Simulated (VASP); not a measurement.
# PtS2 (P-3m1) in VASP: further runs

The runs below take PtS2 through single point, with PBE.

All numbers are computed with VASP 6.6.1; they aren't measurements. Logs are shortened: lines on timing, memory, paths and dates and some standing lists are left out, and cuts for length are marked.

**1. The cell of the first run**

It takes space group P-3m1 (No. 164, trigonal). The conventional cell has a = 3.543 Å, b = 3.543 Å, c = 4.787 Å, α = 90.00°, β = 90.00°, γ = 120.00°. Pt (site symmetry -3m) has 6 S at 2.37 Å within 3.1 Å. S (site symmetry 3m) has 3 Pt at 2.37 Å within 3.1 Å.

**2. Single point, PBE (strain +0.000 along x and y, -0.050 along z)**

Input file INCAR:

```
PREC = Accurate ; ENCUT = 520
EDIFF = 1E-7 ; ISMEAR = 0
SIGMA = 0.05 ; LREAL = F
LASPH = T ; NELM = 100
ALGO = Normal ; ISIF = 2
LWAVE = F ; LCHARG = F
GGA = PE ; NBANDS = 18
```

Input file KPOINTS:

```
Automatic mesh
0
Gamma
  12 12 8
```

Input file POSCAR:

```
PtS2
1.0
    3.5431994758      0.0000000000      0.0000000000
   -1.7715997379      3.0685007567      0.0000000000
    0.0000000000      0.0000000000      4.7868600000
Pt S
1 2
Direct
    0.0000000000      0.0000000000      0.0000000000
    0.3333333333      0.6666666667      0.2500000000
    0.6666666667      0.3333333333      0.7500000000
```

Potentials or basis: VASP PAW PBE potentials, release 64 (Pt, S).

On the command line:

```console
$ cat potpaw_PBE.64/Pt/POTCAR potpaw_PBE.64/S/POTCAR > POTCAR
$ mpirun -np 1 vasp_std > vasp.out
```

OUTCAR:

```text
PREC = Accurate
   ENCUT = 520
   EDIFF = 1E-7
   ISMEAR = 0
   LREAL = F
   LASPH = T
   NELM = 100
   ISIF = 2
   GGA = PE

 ion  position               nearest neighbor table
   1  0.000  0.000  0.000-   2 2.37   3 2.37   2 2.37   3 2.37   3 2.37   2 2.37
   2  0.333  0.667  0.250-   1 2.37   1 2.37   1 2.37
   3  0.667  0.333  0.750-   1 2.37   1 2.37   1 2.37

  LATTYP: Found a hexagonal cell.
 ALAT       =     3.5431994758
 C/A-ratio  =     1.3509992967

  Lattice vectors:

 A1 = (   3.5431994758,   0.0000000000,   0.0000000000)
 A2 = (  -1.7715997379,   3.0685007567,   0.0000000000)
 A3 = (   0.0000000000,   0.0000000000,   4.7868600000)

Analysis of symmetry for initial positions (statically):
=====================================================================
 Subroutine PRICEL returns:
 Original cell was already a primitive cell.

 Routine SETGRP: Setting up the symmetry group for a
 hexagonal supercell.

 Subroutine GETGRP returns: Found 12 space group operations
 (whereof 12 operations were pure point group operations)
 out of a pool of 24 trial point group operations.

The static configuration has the point symmetry D_3d.

Analysis of symmetry for dynamics (positions and initial velocities):
=====================================================================
 Subroutine PRICEL returns:
 Original cell was already a primitive cell.

 Routine SETGRP: Setting up the symmetry group for a
 hexagonal supercell.

 Subroutine GETGRP returns: Found 12 space group operations
 (whereof 12 operations were pure point group operations)
 out of a pool of 24 trial point group operations.

The dynamic configuration has the point symmetry D_3d.

 Subroutine INISYM returns: Found 12 space group operations
 (whereof 12 operations are pure point group operations),
 and found     1 'primitive' translations

----------------------------------------------------------------------------------------

                                     Primitive cell

  volume of cell :      52.0442

  direct lattice vectors                    reciprocal lattice vectors
     3.543199476  0.000000000  0.000000000     0.282230794  0.162946025  0.000000000
    -1.771599738  3.068500757  0.000000000     0.000000000  0.325892049  0.000000000
     0.000000000  0.000000000  4.786860000     0.000000000  0.000000000  0.208905211

  length of vectors
     3.543199476  3.543199476  4.786860000     0.325892049  0.325892049  0.208905211

  position of ions in fractional coordinates (direct lattice)
     0.000000000  0.000000000  0.000000000
     0.333333333  0.666666667  0.250000000
     0.666666667  0.333333333  0.750000000

  ion indices of the primitive-cell ions
   primitive index   ion index
                 1           1
                 2           2
                 3           3

----------------------------------------------------------------------------------------

 KPOINTS: Automatic mesh

Automatic generation of k-mesh.
 Grid dimensions read from file:
 generate k-points for:   12   12    8

 Generating k-lattice:

  Cartesian coordinates                     Fractional coordinates (reciprocal lattice)
     0.023519233  0.013578835  0.000000000     0.083333333  0.000000000  0.000000000
     0.000000000  0.027157671  0.000000000     0.000000000  0.083333333  0.000000000
     0.000000000  0.000000000  0.026113151     0.000000000  0.000000000  0.125000000

  Length of vectors
     0.027157671  0.027157671  0.026113151

  Shift w.r.t. Gamma in fractional coordinates (k-lattice)
     0.000000000  0.000000000  0.000000000

 Subroutine IBZKPT returns following result:
 ===========================================

 Found    131 irreducible k-points:

 Following reciprocal coordinates:
            Coordinates               Weight
  0.000000  0.000000  0.000000      1.000000
  0.083333 -0.000000  0.000000      6.000000
  0.166667 -0.000000  0.000000      6.000000
  0.250000 -0.000000  0.000000      6.000000
  0.333333 -0.000000  0.000000      6.000000
  0.416667  0.000000  0.000000      6.000000
[... 16 lines left out ...]
  0.166667 -0.000000  0.125000      6.000000
  0.000000  0.166667  0.125000      6.000000
 [... further k-points ...]
   k-points           NKPTS =    131   k-points in BZ     NKDIM =    131   number of bands    NBANDS=     18
   number of dos      NEDOS =    301   number of ions     NIONS =      3
   total plane-waves  NPLWV =  28224
   dimension x,y,z NGX =    28 NGY =   28 NGZ =   36
   dimension x,y,z NGXF=    56 NGYF=   56 NGZF=   72
   ions per type =               1   2
   NGX,Y,Z   is equivalent  to a cutoff of  13.14, 13.14, 12.50 a.u.
   NGXF,Y,Z  is equivalent  to a cutoff of  26.28, 26.28, 25.01 a.u.
 SYSTEM =  unknown system
   PREC   = accura    normal or accurate (medium, high low for compatibility)
   ISTART =      0    job   : 0-new  1-cont  2-samecut
   ICHARG =      2    charge: 1-file 2-atom 10-const
   ISPIN  =      1    spin polarized calculation?
   LNONCOLLINEAR =      F non collinear calculations
   LSORBIT =      F    spin-orbit coupling
   LASPH  =      T    aspherical Exc in radial PAW
   ENCUT  =  520.0 eV  38.22 Ry    6.18 a.u.   6.59  6.59  8.90*2*pi/ulx,y,z
   NELM   =    100;   NELMIN=  2; NELMDL= -5     # of ELM steps
   EDIFF  = 0.1E-06   stopping-criterion for ELM
   LREAL  =      F    real-space projection
   EDIFFG = 0.1E-05   stopping-criterion for IOM
   NSW    =      0    number of steps for IOM
   IBRION =     -1    ionic relax: 0-MD 1-quasi-New 2-CG
   NFREE  =      0    steps in history (QN), initial steepest desc. (CG)
   ISIF   =      2    stress and relaxation
   ISYM   =      2    0-nonsym 1-usesym 2-fastsym
   POTIM  = 0.5000    time-step for ionic-motion
   TEBEG  =    0.0;   TEEND  =   0.0 temperature during run
   PSTRESS=    0.0 pullay stress
   NELECT =      22.0000    total number of electrons
   NUPDOWN=      -1.0000    fix difference up-down
   EMIN   =  10.00;   EMAX   =-10.00  energy-range for DOS
   EFERMI =   0.00;   METHOD = LEGACY
   ISMEAR =     0;   SIGMA  =   0.05  broadening in eV -4-tet -1-fermi 0-gaus
   EFERMI_NEDOS =   21; number of points for ismear=-14 and -15
   IALGO  =     38    algorithm
   IMIX   =      4    mixing-type and parameters
     AMIX     =   0.40;   BMIX     =  1.00
     AMIX_MAG =   1.60;   BMIX_MAG =  1.00
  volume/ion in A,a.u.               =      17.35       117.07
  Fermi-wavevector in a.u.,A,eV,Ry     =   1.228641  2.321794 20.538780  1.509558
  Thomas-Fermi vector in A             =   2.363558
   LORBIT       =      0    0 simple, 1 ext, 2 COOP (PROOUT), +10 PAW based schemes
   GGA     = PE    functional components
   LHFCALC =     F    Hartree Fock is set to
   AEXX    =    0.0000 exact exchange contribution
   IVDW    =     0    specifies the selected vdW correction
   LEPSILON=     F    determine dielectric tensor
   LRPA    =     F    only Hartree local field effects (RPA)
 non-spin polarized calculation
 Gauss-broadening in eV      SIGMA  =   0.05
  energy-cutoff  :      520.00
  volume of cell :       52.04
 maximum number of plane-waves:      1434
 NGX is ok and might be reduce to    28
   NGX = 13   NGY = 13   NGZ = 17

 number of electron      22.0000002 magnetization

 Free energy of the ion-electron system (eV)
  ---------------------------------------------------
  ext. energy  EPLUGINS =         0.00000000
  ---------------------------------------------------
  free energy    TOTEN  =       -15.30495525 eV

  energy without entropy =      -15.30495525  energy(sigma->0) =      -15.30495525

 E-fermi :   7.9629     XC(G=0): -10.9726

 val. band max:        7.7676550948   @ k =   0.0000   0.0000   0.0000
 cond. band min:       8.1693112376   @ k =   0.0000   0.3333   0.2500
 fundamental gap:      0.4016561428
 Fermi energy:         7.9628905052

 k-point     1 :       0.0000    0.0000    0.0000
  band No.  band energies     occupation
      1      -8.1188      2.00000
      2      -4.7827      2.00000
      3       0.2178      2.00000
      4       0.6615      2.00000
      5       0.6615      2.00000
      6       3.5529      2.00000
[... 10 lines left out ...]
     17      15.3747      0.00000
     18      20.4227      0.00000

 k-point     2 :       0.0833   -0.0000    0.0000
  band No.  band energies     occupation
      1      -8.0278      2.00000
      2      -4.8434      2.00000
      3       0.3156      2.00000
      4       0.7217      2.00000
      5       0.7490      2.00000
      6       3.4222      2.00000
[... 10 lines left out ...]
     17      15.6523      0.00000
     18      18.9864      0.00000

 k-point     3 :       0.1667   -0.0000    0.0000
  band No.  band energies     occupation
      1      -7.7641      2.00000
      2      -5.0042      2.00000
      3       0.5878      2.00000
      4       0.8878      2.00000
      5       0.9991      2.00000
      6       2.9814      2.00000
[... 10 lines left out ...]
     17      16.3321      0.00000
     18      17.4870      0.00000

 k-point     4 :       0.2500   -0.0000    0.0000
  band No.  band energies     occupation
      1      -7.3570      2.00000
      2      -5.2184      2.00000
      3       0.9292      2.00000
      4       1.1109      2.00000
      5       1.3871      2.00000
      6       2.2688      2.00000
[... 375 lines left out ...]
      4       0.7152      2.00000
      5       0.8703      2.00000
      6       3.3908      2.00000
[... 10 lines left out ...]
     17      15.8543      0.00000
     18      18.3774      0.00000

 k-point    23 :       0.1667   -0.0000    0.1250
  band No.  band energies     occupation
      1      -7.7000      2.00000
      2      -5.1497      2.00000
      3       0.6227      2.00000
      4       0.9181      2.00000
      5       1.1261      2.00000
      6       3.0389      2.00000
[... 10 lines left out ...]
     17      15.8518      0.00000
     18      17.2005      0.00000

 k-point    24 :       0.0000    0.1667    0.1250
  band No.  band energies     occupation
      1      -7.7086      2.00000
      2      -5.1181      2.00000
      3       0.4639      2.00000
      4       0.8648      2.00000
      5       1.2869      2.00000
      6       2.8760      2.00000
[... 10 lines left out ...]
     17      16.7830      0.00000
     18      17.0304      0.00000

 [... further k-points ...]
[... 5 lines left out ...]
  --------------------------------------------------------------------------------------
  -------------------------------------------------------------------------------------
  Total        2.7798065      2.7798065      2.1753663      0.0000000      0.0000000      0.0000000
  in kB       85.5761192     85.5761192     66.9684756      0.0000000      0.0000000      0.0000000
  external PRESSURE =      79.3735714 kB  Pullay stress =       0.0000000 kB

 VOLUME and BASIS-vectors are now :
 -----------------------------------------------------------------------------
  energy-cutoff  :      520.00
  volume of cell :       52.04
      direct lattice vectors                 reciprocal lattice vectors
     3.543199476  0.000000000  0.000000000     0.282230794  0.162946025  0.000000000
    -1.771599738  3.068500757  0.000000000     0.000000000  0.325892049  0.000000000
     0.000000000  0.000000000  4.786860000     0.000000000  0.000000000  0.208905211

 POSITION                                       TOTAL-FORCE (eV/Angst)
 -----------------------------------------------------------------------------------
      0.00000      0.00000      0.00000         0.000000      0.000000      0.000000
     -0.00000      2.04567      1.19671        -0.000000      0.000000      0.376641
      1.77160      1.02283      3.59014         0.000000      0.000000     -0.376641
 -----------------------------------------------------------------------------------
    total drift:                               -0.000000     -0.000000     -0.000000

  FREE ENERGIE OF THE ION-ELECTRON SYSTEM (eV)
  ---------------------------------------------------
  free  energy   TOTEN  =       -15.3049552450 eV

  energy  without entropy=      -15.3049552450  energy(sigma->0) =      -15.30495525
```

It took 1.9 min on 1 thread of Intel Xeon Platinum 8375C at 2.90GHz (Ice Lake), shared host; peak memory 0.25 GiB.

What came out:

* Free energy: -15.3050 eV
* Pressure: 7.9 GPa
* Largest force: 0.377 eV/Å
* Band gap on the k mesh: 0.40 eV, indirect (least direct gap 0.77 eV)

Forces in eV/Å, atoms in the order of the input:
```
Pt   0.000  0.000  0.000
S    0.000  0.000  0.377
S    0.000  0.000 -0.377
```

Stress tensor (GPa, compression positive):
```
8.56 0.00 0.00
0.00 8.56 0.00
0.00 0.00 6.70
```

Caveat: the cell differs from its parent crystal (strain +0.000 along x and y, -0.050 along z); spin-orbit coupling is left out, which moves the levels of the heavy elements.

**3. Single point, PBE (strain -0.025 along x and y, +0.000 along z)**

Input file INCAR:

```
ALGO = Normal
EDIFF = 1E-6
ENCUT = 520
GGA = PE
ISIF = 2
ISMEAR = 0
LASPH = T
LCHARG = F
LREAL = F
LWAVE = F
NBANDS = 18
NELM = 100
PREC = Accurate
SIGMA = 0.05
```

Input file KPOINTS:

```
k-points
0
Gamma
  12 12 8
```

Input file POSCAR:

```
PtS2
1.0
    3.4546194889      0.0000000000      0.0000000000
   -1.7273097444      2.9917882378      0.0000000000
    0.0000000000      0.0000000000      5.0388000000
Pt S
1 2
Direct
    0.0000000000      0.0000000000      0.0000000000
    0.3333333333      0.6666666667      0.2500000000
    0.6666666667      0.3333333333      0.7500000000
```

Potentials or basis: VASP PAW PBE potentials, release 64 (Pt, S).

On the command line:

```console
$ cat potpaw_PBE.64/Pt/POTCAR potpaw_PBE.64/S/POTCAR > POTCAR
$ mpirun -np 1 vasp_std > vasp.out
```

It took 94 s on 1 thread of Intel Xeon Platinum 8375C at 2.90GHz (Ice Lake), shared host; peak memory 0.26 GiB.

The run converged. Its results:

* Free energy: -15.2283 eV
* Pressure: 11.1 GPa
* Largest force: 0.237 eV/Å
* Band gap on the k mesh: 0.70 eV, indirect (least direct gap 0.90 eV)

Forces in eV/Å, atoms in the order of the input:
```
Pt   0.000  0.000  0.000
S    0.000  0.000  0.237
S    0.000  0.000 -0.237
```

Stress tensor (GPa, compression positive):
```
13.59  0.00  0.00
 0.00 13.59  0.00
 0.00  0.00  6.04
```

Levels at points of the mesh, in eV from the valence-band top:
| k point | band 8 | band 9 | band 10 | band 11 | band 12 | band 13 | band 14 | band 15 |
| --- | --- | --- | --- | --- | --- | --- | --- | --- |
| (0.00, 0.00, 0.00) | -2.37 | -1.04 | -1.04 | -0.01 | 2.02 | 2.02 | 4.62 | 5.83 |
| (0.50, 0.00, 0.00) | -3.22 | -3.14 | -3.08 | -2.52 | 1.49 | 2.66 | 5.67 | 6.34 |
| (0.00, 0.00, 0.50) | -3.05 | -1.35 | -1.35 | -1.17 | 2.71 | 2.71 | 5.56 | 7.46 |
| (0.50, 0.00, 0.50) | -3.15 | -2.75 | -2.69 | -1.58 | 1.58 | 2.48 | 5.07 | 5.16 |

Caveat: the cell differs from its parent crystal (strain -0.025 along x and y, +0.000 along z); spin-orbit coupling is left out, which moves the levels of the heavy elements. A k mesh can miss the band edges.
